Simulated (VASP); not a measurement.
# Be3Te2 (P6/mmm) in VASP: single point with PBE

Aim: the single point of Be3Te2 with PBE.

Everything below comes from runs of VASP 6.6.1. Logs are shortened: lines on timing, memory, paths and dates and some standing lists are left out, and cuts for length are marked.

### Step 1. The cell of the first run

Symmetry: P6/mmm, No. 191, hexagonal system. Conventional cell: a = 4.948 Å, b = 4.948 Å, c = 5.880 Å, α = 90.00°, β = 90.00°, γ = 120.00°. Be (site symmetry mmm) has 4 Be at 2.47 Å and 2 Te at 2.47 Å within 3.3 Å. Within 3.9 Å of Te (site symmetry 6/mmm) lie 2 Te at 2.94 Å and 12 Be at 3.84 Å. Within 3.3 Å of Te (site symmetry 6/mmm) lie 6 Be at 2.47 Å and 2 Te at 2.94 Å.

### Step 2. Single point, PBE

File INCAR:

```
SYSTEM = Be3Te2
ALGO = Fast
EDIFF = 1E-6
ENCUT = 520
GGA = PE
ISIF = 2
ISMEAR = 0
LASPH = .True.
LCHARG = .True.
LELF = .True.
LREAL = .False.
LVHAR = .True.
LWAVE = .False.
NBANDS = 17
NELM = 80
PREC = Accurate
SIGMA = 0.1
```

File KPOINTS:

```
k-points
0
Gamma
  12 12 6
  0 0 0
```

File POSCAR:

```
Be3Te2
1.0
    4.9481869681      0.0000000000      0.0000000000
   -2.4740934840      4.2852556170      0.0000000000
    0.0000000000      0.0000000000      5.8800093514
Be Te
3 2
Direct
    0.5000000000      0.0000000000      0.5000000000
    0.0000000000      0.5000000000      0.5000000000
    0.5000000000      0.5000000000      0.5000000000
    0.0000000000      0.0000000000      0.0000000000
    0.0000000000      0.0000000000      0.5000000000
```

Potentials or basis: VASP PAW PBE potentials, release 64 (Be, Te).

Started as:

```
$ cat potpaw_PBE.64/Be/POTCAR potpaw_PBE.64/Te/POTCAR > POTCAR
$ mpirun -np 1 vasp_std > vasp.out
```

OUTCAR:

```text
SYSTEM = Be3Te2
   EDIFF = 1E-6
   ENCUT = 520
   GGA = PE
   ISIF = 2
   ISMEAR = 0
   LASPH = .True.
   LREAL = .False.
   NELM = 80
   PREC = Accurate

 ion  position               nearest neighbor table
   1  0.500  0.000  0.500-   5 2.47   5 2.47
   2  0.000  0.500  0.500-   5 2.47   5 2.47
   3  0.500  0.500  0.500-   5 2.47   5 2.47
   4  0.000  0.000  0.000-   5 2.94   5 2.94
   5  0.000  0.000  0.500-   2 2.47   2 2.47   3 2.47   3 2.47   1 2.47   1 2.47   4 2.94   4 2.94

  LATTYP: Found a hexagonal cell.
 ALAT       =     4.9481869681
 C/A-ratio  =     1.1883159204

  Lattice vectors:

 A1 = (   4.9481869681,   0.0000000000,   0.0000000000)
 A2 = (  -2.4740934840,   4.2852556170,   0.0000000000)
 A3 = (   0.0000000000,   0.0000000000,   5.8800093514)

Analysis of symmetry for initial positions (statically):
=====================================================================
 Subroutine PRICEL returns:
 Original cell was already a primitive cell.

 Routine SETGRP: Setting up the symmetry group for a
 hexagonal supercell.

 Subroutine GETGRP returns: Found 24 space group operations
 (whereof 24 operations were pure point group operations)
 out of a pool of 24 trial point group operations.

The static configuration has the point symmetry D_6h.

Analysis of symmetry for dynamics (positions and initial velocities):
=====================================================================
 Subroutine PRICEL returns:
 Original cell was already a primitive cell.

 Routine SETGRP: Setting up the symmetry group for a
 hexagonal supercell.

 Subroutine GETGRP returns: Found 24 space group operations
 (whereof 24 operations were pure point group operations)
 out of a pool of 24 trial point group operations.

The dynamic configuration has the point symmetry D_6h.

 Subroutine INISYM returns: Found 24 space group operations
 (whereof 24 operations are pure point group operations),
 and found     1 'primitive' translations

----------------------------------------------------------------------------------------

                                     Primitive cell

  volume of cell :     124.6812

  direct lattice vectors                    reciprocal lattice vectors
     4.948186968  0.000000000  0.000000000     0.202094223  0.116679154  0.000000000
    -2.474093484  4.285255617  0.000000000     0.000000000  0.233358308  0.000000000
     0.000000000  0.000000000  5.880009351     0.000000000  0.000000000  0.170067757

  length of vectors
     4.948186968  4.948186968  5.880009351     0.233358308  0.233358308  0.170067757

  position of ions in fractional coordinates (direct lattice)
     0.500000000  0.000000000  0.500000000
     0.000000000  0.500000000  0.500000000
     0.500000000  0.500000000  0.500000000
     0.000000000  0.000000000  0.000000000
     0.000000000  0.000000000  0.500000000

  ion indices of the primitive-cell ions
   primitive index   ion index
                 1           1
                 2           2
                 3           3
                 4           4
                 5           5

----------------------------------------------------------------------------------------

 KPOINTS: k-points

Automatic generation of k-mesh.
 Grid dimensions read from file:
 generate k-points for:   12   12    6

 Generating k-lattice:

  Cartesian coordinates                     Fractional coordinates (reciprocal lattice)
     0.016841185  0.009723263  0.000000000     0.083333333  0.000000000  0.000000000
     0.000000000  0.019446526  0.000000000     0.000000000  0.083333333  0.000000000
     0.000000000  0.000000000  0.028344626     0.000000000  0.000000000  0.166666667

  Length of vectors
     0.019446526  0.019446526  0.028344626

  Shift w.r.t. Gamma in fractional coordinates (k-lattice)
     0.000000000  0.000000000  0.000000000

 Subroutine IBZKPT returns following result:
 ===========================================

 Found     76 irreducible k-points:

 Following reciprocal coordinates:
            Coordinates               Weight
  0.000000  0.000000  0.000000      1.000000
  0.083333  0.000000  0.000000      6.000000
  0.166667  0.000000  0.000000      6.000000
  0.250000  0.000000  0.000000      6.000000
  0.333333  0.000000  0.000000      6.000000
  0.416667  0.000000  0.000000      6.000000
[... 16 lines left out ...]
  0.250000  0.000000  0.166667     12.000000
  0.333333  0.000000  0.166667     12.000000
 [... further k-points ...]
   k-points           NKPTS =     76   k-points in BZ     NKDIM =     76   number of bands    NBANDS=     17
   number of dos      NEDOS =    301   number of ions     NIONS =      5
   total plane-waves  NPLWV =  76800
   dimension x,y,z NGX =    40 NGY =   40 NGZ =   48
   dimension x,y,z NGXF=    80 NGYF=   80 NGZF=   96
   ions per type =               3   2
   NGX,Y,Z   is equivalent  to a cutoff of  13.44, 13.44, 13.57 a.u.
   NGXF,Y,Z  is equivalent  to a cutoff of  26.88, 26.88, 27.14 a.u.
 SYSTEM =  Be3Te2
   PREC   = accura    normal or accurate (medium, high low for compatibility)
   ISTART =      0    job   : 0-new  1-cont  2-samecut
   ICHARG =      2    charge: 1-file 2-atom 10-const
   ISPIN  =      1    spin polarized calculation?
   LNONCOLLINEAR =      F non collinear calculations
   LSORBIT =      F    spin-orbit coupling
   LASPH  =      T    aspherical Exc in radial PAW
   ENCUT  =  520.0 eV  38.22 Ry    6.18 a.u.   9.20  9.20 10.93*2*pi/ulx,y,z
   NELM   =     80;   NELMIN=  2; NELMDL= -5     # of ELM steps
   EDIFF  = 0.1E-05   stopping-criterion for ELM
   LREAL  =      F    real-space projection
   EDIFFG = 0.1E-04   stopping-criterion for IOM
   NSW    =      0    number of steps for IOM
   IBRION =     -1    ionic relax: 0-MD 1-quasi-New 2-CG
   NFREE  =      0    steps in history (QN), initial steepest desc. (CG)
   ISIF   =      2    stress and relaxation
   ISYM   =      2    0-nonsym 1-usesym 2-fastsym
   POTIM  = 0.5000    time-step for ionic-motion
   TEBEG  =    0.0;   TEEND  =   0.0 temperature during run
   PSTRESS=    0.0 pullay stress
   NELECT =      18.0000    total number of electrons
   NUPDOWN=      -1.0000    fix difference up-down
   EMIN   =  10.00;   EMAX   =-10.00  energy-range for DOS
   EFERMI =   0.00;   METHOD = LEGACY
   ISMEAR =     0;   SIGMA  =   0.10  broadening in eV -4-tet -1-fermi 0-gaus
   EFERMI_NEDOS =   21; number of points for ismear=-14 and -15
   IALGO  =     68    algorithm
   IMIX   =      4    mixing-type and parameters
     AMIX     =   0.40;   BMIX     =  1.00
     AMIX_MAG =   1.60;   BMIX_MAG =  1.00
  volume/ion in A,a.u.               =      24.94       168.28
  Fermi-wavevector in a.u.,A,eV,Ry     =   0.858813  1.622922 10.035115  0.737560
  Thomas-Fermi vector in A             =   1.976074
   LORBIT       =      0    0 simple, 1 ext, 2 COOP (PROOUT), +10 PAW based schemes
   GGA     = PE    functional components
   LHFCALC =     F    Hartree Fock is set to
   AEXX    =    0.0000 exact exchange contribution
   IVDW    =     0    specifies the selected vdW correction
   LEPSILON=     F    determine dielectric tensor
   LRPA    =     F    only Hartree local field effects (RPA)
 non-spin polarized calculation
 RMM-DIIS sequential band-by-band and
 Gauss-broadening in eV      SIGMA  =   0.10
  energy-cutoff  :      520.00
  volume of cell :      124.68
 maximum number of plane-waves:      3376
 NGX is ok and might be reduce to    40
   NGX = 19   NGY = 19   NGZ = 21

 number of electron      17.9999999 magnetization

 Free energy of the ion-electron system (eV)
  ---------------------------------------------------
  ext. energy  EPLUGINS =         0.00000000
  ---------------------------------------------------
  free energy    TOTEN  =       -13.11771808 eV

  energy without entropy =      -13.11044012  energy(sigma->0) =      -13.11407910

 E-fermi :   3.6477     XC(G=0):  -8.2058

 val. band max:        3.6386439973   @ k =   0.3333   0.0000   0.5000
 cond. band min:       3.7204660251   @ k =   0.0833   0.0000   0.3333
 fundamental gap:      0.0818220278
 Fermi energy:         3.6477430190

 k-point     1 :       0.0000    0.0000    0.0000
  band No.  band energies     occupation
      1     -10.0757      2.00000
      2      -5.9817      2.00000
      3      -2.4530      2.00000
      4      -2.1338      2.00000
      5      -2.1338      2.00000
      6       0.6009      2.00000
[... 9 lines left out ...]
     16       8.5020      0.00000
     17       8.6560      0.00000

 k-point     2 :       0.0833    0.0000    0.0000
  band No.  band energies     occupation
      1     -10.0650      2.00000
      2      -5.9743      2.00000
      3      -2.4311      2.00000
      4      -2.3061      2.00000
      5      -2.1421      2.00000
      6       0.8448      2.00000
[... 9 lines left out ...]
     16       8.6608      0.00000
     17       9.0581      0.00000

 k-point     3 :       0.1667    0.0000    0.0000
  band No.  band energies     occupation
      1     -10.0352      2.00000
      2      -5.9538      2.00000
      3      -2.6854      2.00000
      4      -2.3696      2.00000
      5      -2.1645      2.00000
      6       0.9946      2.00000
[... 9 lines left out ...]
     16       9.0538      0.00000
     17       9.7447      0.00000

 k-point     4 :       0.2500    0.0000    0.0000
  band No.  band energies     occupation
      1      -9.9932      2.00000
      2      -5.9252      2.00000
      3      -3.0897      2.00000
      4      -2.2811      2.00000
      5      -2.1943      2.00000
      6       0.6863      2.00000
[... 9 lines left out ...]
     16       9.2921      0.00000
     17       9.8949      0.00000

 k-point     5 :       0.3333    0.0000    0.0000
  band No.  band energies     occupation
      1      -9.9498      2.00000
      2      -5.8959      2.00000
      3      -3.4243      2.00000
      4      -2.2233      2.00000
      5      -2.1868      2.00000
      6       0.4309      2.00000
[... 9 lines left out ...]
     16       8.3908      0.00000
     17       9.3234      0.00000

 k-point     6 :       0.4167    0.0000    0.0000
  band No.  band energies     occupation
      1      -9.9170      2.00000
      2      -5.8739      2.00000
      3      -3.6419      2.00000
      4      -2.2442      2.00000
      5      -2.1134      2.00000
      6       0.2706      2.00000
[... 9 lines left out ...]
     16       8.5666      0.00000
     17       8.7130      0.00000

 k-point     7 :       0.5000    0.0000    0.0000
  band No.  band energies     occupation
      1      -9.9048      2.00000
      2      -5.8657      2.00000
      3      -3.7172      2.00000
      4      -2.2517      2.00000
      5      -2.0854      2.00000
      6       0.2163      2.00000
[... 9 lines left out ...]
     16       8.4606      0.00000
     17       8.9783      0.00000

 k-point     8 :       0.0833    0.0833    0.0000
  band No.  band energies     occupation
      1     -10.0447      2.00000
      2      -5.9603      2.00000
      3      -2.5665      2.00000
      4      -2.3894      2.00000
      5      -2.1709      2.00000
      6       1.1913      2.00000
[... 9 lines left out ...]
     16       8.9430      0.00000
     17       9.3194      0.00000
[... 203 lines left out ...]
      1      -9.8824      2.00000
      2      -5.8508      2.00000
      3      -3.2774      2.00000
      4      -3.2774      2.00000
      5      -2.0358      2.00000
      6       2.3359      2.00000
[... 9 lines left out ...]
     16       9.4928      0.00000
     17       9.5075      0.00000

 k-point    20 :       0.0000    0.0000    0.1667
  band No.  band energies     occupation
      1     -10.0212      2.00000
      2      -6.3262      2.00000
      3      -2.1148      2.00000
      4      -2.1148      2.00000
      5      -1.8207      2.00000
      6       0.6226      2.00000
[... 9 lines left out ...]
     16       8.9524      0.00000
     17       9.0845      0.00000

 k-point    21 :       0.0833    0.0000    0.1667
  band No.  band energies     occupation
      1     -10.0104      2.00000
      2      -6.3178      2.00000
      3      -2.2882      2.00000
      4      -2.1229      2.00000
      5      -1.7970      2.00000
      6       0.8651      2.00000
[... 9 lines left out ...]
     16       8.8866      0.00000
     17       9.6011      0.00000

 k-point    22 :       0.1667    0.0000    0.1667
  band No.  band energies     occupation
      1      -9.9805      2.00000
      2      -6.2948      2.00000
      3      -2.6670      2.00000
      4      -2.1446      2.00000
      5      -1.7349      2.00000
      6       1.0036      2.00000
[... 9 lines left out ...]
     16       9.1743      0.00000
     17       9.8268      0.00000

 k-point    23 :       0.2500    0.0000    0.1667
  band No.  band energies     occupation
      1      -9.9385      2.00000
      2      -6.2626      2.00000
      3      -3.0700      2.00000
      4      -2.1736      2.00000
      5      -1.6469      2.00000
      6       0.6952      2.00000
[... 9 lines left out ...]
     16       9.5228      0.00000
     17       9.9951      0.00000

 k-point    24 :       0.3333    0.0000    0.1667
  band No.  band energies     occupation
      1      -9.8950      2.00000
      2      -6.2297      2.00000
      3      -3.4035      2.00000
      4      -2.2019      2.00000
      5      -1.5526      2.00000
      6       0.4407      2.00000
[... 9 lines left out ...]
     16       8.5559      0.00000
     17       9.3228      0.00000

 [... further k-points ...]

------------------------ aborting loop because EDIFF is reached ----------------------------------------

  FORCE on cell =-STRESS in cart. coord.  units (eV):
  Direction    XX          YY          ZZ          XY          YZ          ZX
  --------------------------------------------------------------------------------------
  -------------------------------------------------------------------------------------
  Total        0.0770360      0.0770360      0.0120634      0.0000000      0.0000000     -0.0000000
  in kB        0.9899282      0.9899282      0.1550164      0.0000000      0.0000000     -0.0000000
  external PRESSURE =       0.7116243 kB  Pullay stress =       0.0000000 kB

 VOLUME and BASIS-vectors are now :
 -----------------------------------------------------------------------------
  energy-cutoff  :      520.00
  volume of cell :      124.68
      direct lattice vectors                 reciprocal lattice vectors
     4.948186968  0.000000000  0.000000000     0.202094223  0.116679154  0.000000000
    -2.474093484  4.285255617  0.000000000     0.000000000  0.233358308  0.000000000
     0.000000000  0.000000000  5.880009351     0.000000000  0.000000000  0.170067757

 POSITION                                       TOTAL-FORCE (eV/Angst)
 -----------------------------------------------------------------------------------
      2.47409      0.00000      2.94000        -0.000000      0.000000      0.000000
     -1.23705      2.14263      2.94000        -0.000000      0.000000      0.000000
      1.23705      2.14263      2.94000         0.000000      0.000000      0.000000
      0.00000      0.00000      0.00000        -0.000000      0.000000      0.000000
      0.00000      0.00000      2.94000        -0.000000      0.000000      0.000000
 -----------------------------------------------------------------------------------
    total drift:                                0.000000      0.000000     -0.000000

  FREE ENERGIE OF THE ION-ELECTRON SYSTEM (eV)
  ---------------------------------------------------
  free  energy   TOTEN  =       -13.1177180773 eV

  energy  without entropy=      -13.1104401166  energy(sigma->0) =      -13.11407910
```

Wall time 2.6 min (1 thread of AMD EPYC 7R43 (Zen 3), shared host); peak memory 0.31 GiB.

Results:

```yaml
Free_energy: -13.1177 eV
Pressure: 0.1 GPa
Band_gap_on_the_k_mesh: zero (band 9 reaches 4.17 eV, above the bottom of band 10 at 2.45 eV)
```

Stress tensor (GPa, compression positive):
```
0.10 0.00 0.00
0.00 0.10 0.00
0.00 0.00 0.02
```

Caveat: spin-orbit coupling is left out, which moves the levels of the heavy elements.
